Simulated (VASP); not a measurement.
**InSb3: single point with PBE**

The system is InSb3.

```
CELL_PARAMETERS angstrom
0.00000 3.86898 3.86898
3.86898 0.00000 3.86898
3.86898 3.86898 0.00000
ATOMIC_POSITIONS crystal
Sb 0.50000 0.50000 0.50000
Sb 0.75000 0.75000 0.75000
Sb 0.25000 0.25000 0.25000
In 0.00000 0.00000 0.00000
```

```json
{
 "Program": "VASP 6.6.1",
 "Task": "single point",
 "Functional": "PBE",
 "Potentials or basis": "VASP PAW PBE potentials, release 64 (Sb, In_d)",
 "Cutoff": "520 eV",
 "k mesh": "6 × 6 × 6",
 "Occupations": "fermi-dirac, width 0.05 eV",
 "Spin": "no spin polarisation"
}
```

- Pressure: -2.8 GPa
- Band gap on the k mesh: zero (bands 14 and 15 overlap by 3.20 eV)

Levels at points of the mesh, in eV from the Fermi level:
```tsv
k point	band 11	band 12	band 13	band 14	band 15	band 16	band 17	band 18
(0.00, 0.00, 0.00)	-2.38	-2.38	-2.29	-2.29	-2.29	-0.68	-0.68	-0.68
(0.50, 0.00, 0.00)	-3.28	-2.48	-2.48	-0.42	-0.30	1.75	1.75	2.94
(0.50, 0.50, 0.00)	-4.82	0.10	0.76	0.76	0.92	1.51	1.63	1.63
```

It took 87 s on 1 thread of Intel Xeon 8259CL (shared host), peak memory 0.26 GiB.

Caveat: spin-orbit coupling is left out, which moves the levels of the heavy elements.
